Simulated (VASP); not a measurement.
# TaSi2 in VASP: further runs, part 2 of 2

VASP 6.6.1. Earlier steps stand in the parts before.

## (3) Single point, r2SCAN

This run uses another cell than the first one, of 14.43 Å³/atom.

Input file POSCAR:

```
TaSi2
1.0
    4.7800000000      0.0000000000      0.0000000000
   -2.3900000000      4.1396014301      0.0000000000
    0.0000000000      0.0000000000      6.5640000000
Ta Si
3 6
Direct
    0.0000000000      0.5000000000      0.1666666667
    0.5000000000      0.5000000000      0.8333333333
    0.5000000000      0.0000000000      0.5000000000
    0.3333000000      0.1666500000      0.1666666667
    0.1666500000      0.8333500000      0.8333333333
    0.8333500000      0.6667000000      0.5000000000
    0.6667000000      0.8333500000      0.1666666667
    0.8333500000      0.1666500000      0.8333333333
    0.1666500000      0.3333000000      0.5000000000
```

Input file INCAR.step1:

```
PREC = Accurate ; ENCUT = 520
ISMEAR = -1 ; SIGMA = 0.05
LREAL = F ; LASPH = T
NELM = 100 ; NBANDS = 38
GGA = PE ; ALGO = Normal
EDIFF = 1E-4 ; LWAVE = T
LCHARG = F
```

Input file INCAR.step2:

```
PREC = Accurate ; ENCUT = 520
EDIFF = 1E-6 ; ISMEAR = -1
SIGMA = 0.05 ; LREAL = F
LASPH = T ; NELM = 100
ALGO = Normal ; ISIF = 2
LWAVE = F ; LCHARG = T
METAGGA = R2SCAN ; LMIXTAU = T
LELF = T ; LVHAR = T
NBANDS = 38 ; ISTART = 1
```

Input file KPOINTS:

```
Automatic mesh
0
Gamma
  7 7 4
```

Potentials or basis: VASP PAW PBE potentials, release 64 (Ta_pv, Si).

Launch:

```bash
$ cat potpaw_PBE.64/Ta_pv/POTCAR potpaw_PBE.64/Si/POTCAR > POTCAR
$ cp INCAR.step1 INCAR
$ mpirun -np 1 vasp_std > vasp.out
$ cp INCAR.step2 INCAR
$ mpirun -np 1 vasp_std > vasp.out
```

OUTCAR:

```text
PREC = Accurate
   ENCUT = 520
   EDIFF = 1E-6
   ISMEAR = -1
   LREAL = F
   LASPH = T
   NELM = 100
   ISIF = 2
   METAGGA = R2SCAN
   ISTART = 1

 ion  position               nearest neighbor table
   1  0.000  0.500  0.167-   6 2.59   9 2.59   8 2.59   5 2.59   4 2.76   7 2.76   4 2.76   7 2.76
                             7 2.76   4 2.76   3 3.24   3 3.24   2 3.24   2 3.24
   2  0.500  0.500  0.833-   6 2.59   9 2.59   7 2.59   4 2.59   5 2.76   8 2.76   5 2.76   8 2.76
                             8 2.76   5 2.76   3 3.24   3 3.24   1 3.24   1 3.24
   3  0.500  0.000  0.500-   4 2.59   7 2.59   5 2.59   8 2.59   9 2.76   6 2.76   9 2.76   6 2.76
                             9 2.76   6 2.76   2 3.24   1 3.24   2 3.24   1 3.24
   4  0.333  0.167  0.167-   9 2.59   5 2.59   3 2.59   2 2.59   7 2.76   1 2.76   1 2.76   1 2.76
                             7 2.76   7 2.76
   5  0.167  0.833  0.833-   6 2.59   4 2.59   3 2.59   1 2.59   8 2.76   2 2.76   2 2.76   2 2.76
                             8 2.76   8 2.76
   6  0.833  0.667  0.500-   5 2.59   7 2.59   1 2.59   2 2.59   9 2.76   3 2.76   3 2.76   3 2.76
                             9 2.76   9 2.76
[... 215 lines left out ...]
      1     -26.2475      2.00000
      2     -26.2446      2.00000
      3     -26.2446      2.00000
      4     -26.1371      2.00000
      5     -26.1371      2.00000
      6     -26.0682      2.00000
[... 973 lines left out ...]
     37      13.0698      0.00000
     38      13.3532      0.00000

------------------------ aborting loop because EDIFF is reached ----------------------------------------

  FORCE on cell =-STRESS in cart. coord.  units (eV):
  Direction    XX          YY          ZZ          XY          YZ          ZX
  --------------------------------------------------------------------------------------
  -------------------------------------------------------------------------------------
  Total       -0.2713424     -0.2713424      1.6008799     -0.0000000      0.0000000      0.0000000
  in kB       -3.3471355     -3.3471355     19.7476006     -0.0000000      0.0000000      0.0000000
  external PRESSURE =       4.3511099 kB  Pullay stress =       0.0000000 kB

 VOLUME and BASIS-vectors are now :
 -----------------------------------------------------------------------------
  energy-cutoff  :      520.00
  volume of cell :      129.88
      direct lattice vectors                 reciprocal lattice vectors
     4.780000000  0.000000000  0.000000000     0.209205021  0.120784575  0.000000000
    -2.390000000  4.139601430  0.000000000     0.000000000  0.241569150  0.000000000
     0.000000000  0.000000000  6.564000000     0.000000000  0.000000000  0.152346130

 POSITION                                       TOTAL-FORCE (eV/Angst)
 -----------------------------------------------------------------------------------
     -1.19500      2.06980      1.09400         0.000000     -0.000000     -0.000000
      1.19500      2.06980      5.47000         0.000000      0.000000      0.000000
      2.39000      0.00000      3.28200         0.000000      0.000000     -0.000000
      1.19488      0.68986      1.09400        -0.730080     -0.421512      0.000000
     -1.19512      3.44974      5.47000        -0.730080      0.421512     -0.000000
      2.39000      2.75987      3.28200         0.000000      0.843024     -0.000000
      1.19512      3.44974      1.09400         0.730080      0.421512     -0.000000
      3.58512      0.68986      5.47000         0.730080     -0.421512     -0.000000
     -0.00000      1.37973      3.28200         0.000000     -0.843024     -0.000000
 -----------------------------------------------------------------------------------
    total drift:                                0.000000      0.000000      0.000000

  FREE ENERGIE OF THE ION-ELECTRON SYSTEM (eV)
  ---------------------------------------------------
  free  energy   TOTEN  =      -202.2639003809 eV

  energy  without entropy=     -202.2327154033  energy(sigma->0) =     -202.24830789
```

OSZICAR.step1:

```text
N       E                     dE             d eps       ncg     rms          rms(c)
DAV:   1     0.386081009578E+03    0.38608E+03   -0.28179E+04  1824   0.141E+03
DAV:   2    -0.548187490338E+02   -0.44090E+03   -0.42951E+03  2092   0.362E+02
DAV:   3    -0.740066484392E+02   -0.19188E+02   -0.18800E+02  2324   0.661E+01
DAV:   4    -0.743513647033E+02   -0.34472E+00   -0.34305E+00  2344   0.882E+00
DAV:   5    -0.743559576972E+02   -0.45930E-02   -0.45888E-02  2282   0.109E+00    0.321E+01
DAV:   6    -0.723544132838E+02    0.20015E+01   -0.76574E+00  2298   0.127E+01    0.147E+01
DAV:   7    -0.721307388086E+02    0.22367E+00   -0.51595E-01  2296   0.361E+00    0.447E+00
DAV:   8    -0.721075193773E+02    0.23219E-01   -0.47540E-02  2374   0.105E+00    0.483E-01
DAV:   9    -0.721068631568E+02    0.65622E-03   -0.30956E-03  2352   0.292E-01    0.254E-01
DAV:  10    -0.721068272471E+02    0.35910E-04   -0.48208E-04  1980   0.129E-01
   1 F= -.72106827E+02 E0= -.72089975E+02  d E =-.337042E-01
```

Run time: 12 min. Hardware: 1 thread of Intel Xeon 8259CL, shared host; peak memory 0.31 GiB.

Results:

```
Free energy            : -202.2639 eV
Pressure               : 0.4 GPa
Largest force          : 0.843 eV/Å
Band gap on the k mesh : zero (an odd number of electrons rules out a gap without spin polarisation)
```

Forces on the atoms (eV/Å):
```
Ta   0.000  0.000  0.000
Ta   0.000  0.000  0.000
Ta   0.000  0.000  0.000
Si  -0.730 -0.422  0.000
Si  -0.730  0.422  0.000
Si   0.000  0.843  0.000
Si   0.730  0.422  0.000
Si   0.730 -0.422  0.000
Si   0.000 -0.843  0.000
```

Stress tensor (GPa, compression positive):
```
-0.33  0.00  0.00
 0.00 -0.33  0.00
 0.00  0.00  1.97
```

Caveat: the PAW data sets were made with another functional, which shifts forces and pressure a little; spin-orbit coupling is left out, which moves the levels of the heavy elements.

## (4) Single point, PBEsol

This run uses another cell than the first one, of 14.29 Å³/atom.

Input file INCAR:

```
  ALGO = Normal
  EDIFF = 1E-6
  ENCUT = 520
  GGA = PS
  ISIF = 2
  ISMEAR = -1
  LASPH = T
  LCHARG = F
  LREAL = F
  LWAVE = F
  NBANDS = 38
  NELM = 80
  PREC = Accurate
  SIGMA = 0.05
```

Input file KPOINTS:

```
k-points
0
Gamma
  7 7 4
```

Input file POSCAR:

```
TaSi2
1.0
    4.7565566445      0.0000000000      0.0000000000
   -2.3782783222      4.1192988887      0.0000000000
    0.0000000000      0.0000000000      6.5650487169
Ta Si
3 6
Direct
    0.0000000000      0.5000000000      0.1666666667
    0.5000000000      0.5000000000      0.8333333333
    0.5000000000      0.0000000000      0.5000000000
    0.3191775275      0.1595887638      0.1666666667
    0.1595887638      0.8404112362      0.8333333333
    0.8404112362      0.6808224725      0.5000000000
    0.6808224725      0.8404112362      0.1666666667
    0.8404112362      0.1595887638      0.8333333333
    0.1595887638      0.3191775275      0.5000000000
```

Launch:

```bash
$ cat potpaw_PBE.64/Ta_pv/POTCAR potpaw_PBE.64/Si/POTCAR > POTCAR
$ mpirun -np 1 vasp_std > vasp.out
```

It took 2.9 min on 1 thread of Intel Xeon 8259CL, shared host; peak memory 0.29 GiB.

Results (log left out):

```
Free energy            : -77.3721 eV
Pressure               : 0.3 GPa
Band gap on the k mesh : zero (an odd number of electrons rules out a gap without spin polarisation)
```

Forces on the atoms (eV/Å):
```
Ta   0.000  0.000  0.000
Ta   0.000  0.000  0.000
Ta   0.000  0.000  0.000
Si  -0.002 -0.001  0.000
Si  -0.002  0.001  0.000
Si   0.000  0.002  0.000
Si   0.002  0.001  0.000
Si   0.002 -0.001  0.000
Si   0.000 -0.002  0.000
```

Stress tensor (GPa, compression positive):
```
0.28 0.00 0.00
0.00 0.28 0.00
0.00 0.00 0.37
```

Levels at points of the mesh, in eV from the Fermi level:
```tsv
k point	band 26	band 27	band 28	band 29	band 30	band 31	band 32	band 33
(0.00, 0.00, 0.00)	-2.38	-2.22	-2.22	-1.48	0.69	3.03	3.03	3.51
(0.00, 0.00, 0.50)	-1.95	-1.76	-1.76	1.10	1.10	2.70	2.70	3.44
```

Caveat: the PAW data sets were made with another functional, which shifts forces and pressure a little; spin-orbit coupling is left out, which moves the levels of the heavy elements.

## (5) Single point, PBEsol (atoms moved at random)

Input file INCAR:

```
PREC = Accurate
ENCUT = 520
EDIFF = 1E-7
ISMEAR = -1
SIGMA = 0.05
LREAL = F
LASPH = T
NELM = 100
ALGO = Normal
ISIF = 2
LWAVE = F
LCHARG = F
GGA = PS
NBANDS = 38
```

Input file KPOINTS:

```
regular mesh
0
Gamma
  7 7 4
```

Input file POSCAR:

```
TaSi2
1.0
    4.7800000000      0.0000000000      0.0000000000
   -2.3900000000      4.1396014301      0.0000000000
    0.0000000000      0.0000000000      6.5640000000
Ta Si
3 6
Direct
   -0.0005910000      0.4989600000      0.1658540000
    0.4904180000      0.5013370000      0.8301000000
    0.5090980000     -0.0047010000      0.5002570000
    0.3490050000      0.1761270000      0.1680730000
    0.1748700000      0.8373910000      0.8370380000
    0.8239580000      0.6549860000      0.4977260000
    0.6574160000      0.8280550000      0.1732030000
    0.8408000000      0.1612000000      0.8314000000
    0.1613240000      0.3286590000      0.4961040000
```

Potentials or basis: VASP PAW PBE potentials, release 64 (Ta_pv, Si).

Launch:

```bash
$ cat potpaw_PBE.64/Ta_pv/POTCAR potpaw_PBE.64/Si/POTCAR > POTCAR
$ mpirun -np 1 vasp_std > vasp.out
```

OUTCAR:

```text
PREC = Accurate
   ENCUT = 520
   EDIFF = 1E-7
   ISMEAR = -1
   LREAL = F
   LASPH = T
   NELM = 100
   ISIF = 2
   GGA = PS

 ion  position               nearest neighbor table
   1  0.999  0.499  0.166-   9 2.57   5 2.57   6 2.57   8 2.60   4 2.69   7 2.72   7 2.78   7 2.78
                             4 2.78   4 2.80   2 3.22   3 3.23   3 3.26   2 3.29
   2  0.490  0.501  0.830-   9 2.58   6 2.58   4 2.60   7 2.63   8 2.69   5 2.70   8 2.73   5 2.75
                             5 2.83   8 2.86   3 3.17   1 3.22   3 3.28   1 3.29
   3  0.509  0.995  0.500-   7 2.51   8 2.57   4 2.60   5 2.61   9 2.70   6 2.71   6 2.73   9 2.76
                             9 2.82   6 2.84   2 3.17   1 3.23   1 3.26   2 3.28
   4  0.349  0.176  0.168-   9 2.57   5 2.59   2 2.60   3 2.60   1 2.69   7 2.70   7 2.72   1 2.78
                             1 2.80   7 2.86   6 3.14
   5  0.175  0.837  0.837-   1 2.57   4 2.59   3 2.61   6 2.66   2 2.70   8 2.72   2 2.75   8 2.76
                             8 2.80   2 2.83
   6  0.824  0.655  0.498-   7 2.55   1 2.57   2 2.58   5 2.66   3 2.71   3 2.73   9 2.74   9 2.75
                             9 2.79   3 2.84   4 3.14
   7  0.657  0.828  0.173-   3 2.51   6 2.55   2 2.63   8 2.63   4 2.70   4 2.72   1 2.72   1 2.78
                             1 2.78   4 2.86
   8  0.841  0.161  0.831-   9 2.57   3 2.57   1 2.60   7 2.63   2 2.69   5 2.72   2 2.73   5 2.76
                             5 2.80   2 2.86
   9  0.161  0.329  0.496-   1 2.57   8 2.57   4 2.57   2 2.58   3 2.70   6 2.74   6 2.75   3 2.76
                             6 2.79   3 2.82

  LATTYP: Found a hexagonal cell.
 ALAT       =     4.7800000000
 C/A-ratio  =     1.3732217573

  Lattice vectors:

 A1 = (   4.7800000000,   0.0000000000,   0.0000000000)
 A2 = (  -2.3900000000,   4.1396014301,   0.0000000000)
 A3 = (   0.0000000000,   0.0000000000,   6.5640000000)

Analysis of symmetry for initial positions (statically):
=====================================================================
 Subroutine PRICEL returns:
[... 158 lines left out ...]
  volume/ion in A,a.u.               =      14.43        97.39
  Fermi-wavevector in a.u.,A,eV,Ry     =   1.244079  2.350969 21.058195  1.547734
  Thomas-Fermi vector in A             =   2.378362
   LORBIT       =      0    0 simple, 1 ext, 2 COOP (PROOUT), +10 PAW based schemes
   GGA     = PS    functional components
   LHFCALC =     F    Hartree Fock is set to
   AEXX    =    0.0000 exact exchange contribution
   IVDW    =     0    specifies the selected vdW correction
   LEPSILON=     F    determine dielectric tensor
   LRPA    =     F    only Hartree local field effects (RPA)
 non-spin polarized calculation
  energy-cutoff  :      520.00
  volume of cell :      129.88
 maximum number of plane-waves:      3523
   NGX = 17   NGY = 17   NGZ = 25

 number of electron      57.0000001 magnetization

 Free energy of the ion-electron system (eV)
  ---------------------------------------------------
  ext. energy  EPLUGINS =         0.00000000
  ---------------------------------------------------
  free energy    TOTEN  =       -77.02505441 eV

  energy without entropy =      -76.98972938  energy(sigma->0) =      -77.00739189

 E-fermi :   9.2887     XC(G=0): -12.1598

 val. band max:        9.2850436478   @ k =  -0.4286   0.1429  -0.2500
 cond. band min:       9.2894318579   @ k =  -0.1429  -0.2857  -0.2500
 fundamental gap:      0.0043882101
 Fermi energy:         9.2886739558

 k-point     1 :       0.0000    0.0000    0.0000
  band No.  band energies     occupation
      1     -25.0596      2.00000
      2     -25.0449      2.00000
      3     -25.0156      2.00000
      4     -24.9363      2.00000
      5     -24.9190      2.00000
      6     -24.8706      2.00000
[... 973 lines left out ...]
     37      12.2033      0.00000
     38      13.1365      0.00000

 [... further k-points ...]
[... 5 lines left out ...]
  --------------------------------------------------------------------------------------
  -------------------------------------------------------------------------------------
  Total       -0.7385508     -1.2539980      1.3723208     -0.1168045      0.1682712     -0.2086241
  in kB       -9.1103685    -15.4686509     16.9282172     -1.4408375      2.0757037     -2.5734752
  external PRESSURE =      -2.5502674 kB  Pullay stress =       0.0000000 kB

 VOLUME and BASIS-vectors are now :
 -----------------------------------------------------------------------------
  energy-cutoff  :      520.00
  volume of cell :      129.88
      direct lattice vectors                 reciprocal lattice vectors
     4.780000000  0.000000000  0.000000000     0.209205021  0.120784575  0.000000000
    -2.390000000  4.139601430  0.000000000     0.000000000  0.241569150  0.000000000
     0.000000000  0.000000000  6.564000000     0.000000000  0.000000000  0.152346130

 POSITION                                       TOTAL-FORCE (eV/Angst)
 -----------------------------------------------------------------------------------
      3.58466      2.06550      1.08867         0.202317     -0.005194     -0.111107
      1.14600      2.07534      5.44878         0.943240     -0.012813      0.359505
      0.05472      4.12014      3.28369        -1.180259      0.013072      0.245908
      1.24730      0.72910      1.10323        -0.980459     -0.671060     -0.055872
     -1.16549      3.46646      5.49432        -1.000200      0.326754     -0.276623
      2.37310      2.71138      3.26707         0.338964      0.989401      0.215331
      1.16340      3.42782      1.13690         1.079021      0.365788     -0.763551
      3.63376      0.66730      5.45731         0.375735     -0.217128      0.266920
     -0.01437      1.36052      3.25643         0.221641     -0.788819      0.119490
 -----------------------------------------------------------------------------------
    total drift:                               -0.000020      0.000071      0.000012

  FREE ENERGIE OF THE ION-ELECTRON SYSTEM (eV)
  ---------------------------------------------------
  free  energy   TOTEN  =       -77.0250544055 eV

  energy  without entropy=      -76.9897293803  energy(sigma->0) =      -77.00739189
```

OSZICAR:

```text
N       E                     dE             d eps       ncg     rms          rms(c)
DAV:   1     0.381297531045E+03    0.38130E+03   -0.28124E+04  7532   0.141E+03
DAV:   2    -0.599686172735E+02   -0.44127E+03   -0.42974E+03  8612   0.362E+02
DAV:   3    -0.789506780549E+02   -0.18982E+02   -0.18588E+02  9580   0.659E+01
DAV:   4    -0.792908862123E+02   -0.34021E+00   -0.33813E+00  9514   0.874E+00
DAV:   5    -0.792955750398E+02   -0.46888E-02   -0.46862E-02  9340   0.109E+00    0.327E+01
DAV:   6    -0.773333785992E+02    0.19622E+01   -0.69437E+00  9544   0.123E+01    0.151E+01
DAV:   7    -0.770541676065E+02    0.27921E+00   -0.55281E-01  9338   0.383E+00    0.430E+00
DAV:   8    -0.770274386334E+02    0.26729E-01   -0.78057E-02  9694   0.186E+00    0.459E-01
DAV:   9    -0.770255501290E+02    0.18885E-02   -0.13904E-02  9642   0.867E-01    0.342E-01
DAV:  10    -0.770250684729E+02    0.48166E-03   -0.17978E-03  9278   0.265E-01    0.150E-01
DAV:  11    -0.770250624309E+02    0.60420E-05   -0.25482E-04  9648   0.967E-02    0.472E-02
DAV:  12    -0.770250573734E+02    0.50575E-05   -0.35655E-05 10026   0.495E-02    0.178E-02
DAV:  13    -0.770250555988E+02    0.17745E-05   -0.81005E-06  9898   0.198E-02    0.534E-03
DAV:  14    -0.770250547410E+02    0.85779E-06   -0.17090E-06  9754   0.104E-02    0.155E-03
DAV:  15    -0.770250544590E+02    0.28208E-06   -0.21359E-07  5764   0.238E-03    0.531E-04
DAV:  16    -0.770250544055E+02    0.53419E-07   -0.26958E-08  5478   0.102E-03
   1 F= -.77025054E+02 E0= -.77007392E+02  d E =-.353250E-01
```

Run time: 14 min. Hardware: 1 thread of Intel Xeon 8259CL, shared host; peak memory 0.5 GiB.

What came out:

```
Free energy            : -77.0251 eV
Pressure               : -0.3 GPa
Largest force          : 1.372 eV/Å
Band gap on the k mesh : zero (an odd number of electrons rules out a gap without spin polarisation)
```

Forces on the atoms (eV/Å):
```
Ta   0.202 -0.005 -0.111
Ta   0.943 -0.013  0.360
Ta  -1.180  0.013  0.246
Si  -0.980 -0.671 -0.056
Si  -1.000  0.327 -0.277
Si   0.339  0.989  0.215
Si   1.079  0.366 -0.764
Si   0.376 -0.217  0.267
Si   0.222 -0.789  0.119
```

Caveat: the cell differs from its parent crystal (atoms moved at random); the PAW data sets were made with another functional, which shifts forces and pressure a little; spin-orbit coupling is left out, which moves the levels of the heavy elements.

## (6) Overview

| level | cell | gap on the mesh (eV) | pressure (GPa) | largest force (eV/Å) |
| --- | --- | --- | --- | --- |
| r2SCAN | a = 4.773, b = 4.773, c = 6.568 Å, angles 90.0, 90.0, 120.0°, 9 atoms, atomic positions A | none | 0.3 | 0.01 |
| r2SCAN | a = 4.780, b = 4.780, c = 6.564 Å, angles 90.0, 90.0, 120.0°, 9 atoms, atomic positions B | none | 0.4 | 0.84 |
| PBEsol | a = 4.757, b = 4.757, c = 6.565 Å, angles 90.0, 90.0, 120.0°, 9 atoms, atomic positions A | none | 0.3 | - |
| PBEsol | a = 4.780, b = 4.780, c = 6.564 Å, angles 90.0, 90.0, 120.0°, 9 atoms, atomic positions C | none | -0.3 | 1.37 |

Alike in all rows: task single point; potentials or basis VASP PAW PBE potentials, release 64 (Ta_pv, Si); no spin polarisation; k mesh 7 × 7 × 4; cutoff (eV) 520; smearing fermi-dirac 0.05 eV.

Caveats: the PAW data sets were made with another functional, which shifts forces and pressure a little; spin-orbit coupling is left out, which moves the levels of the heavy elements.

Absolute energies hang on the potentials; compare differences alone.
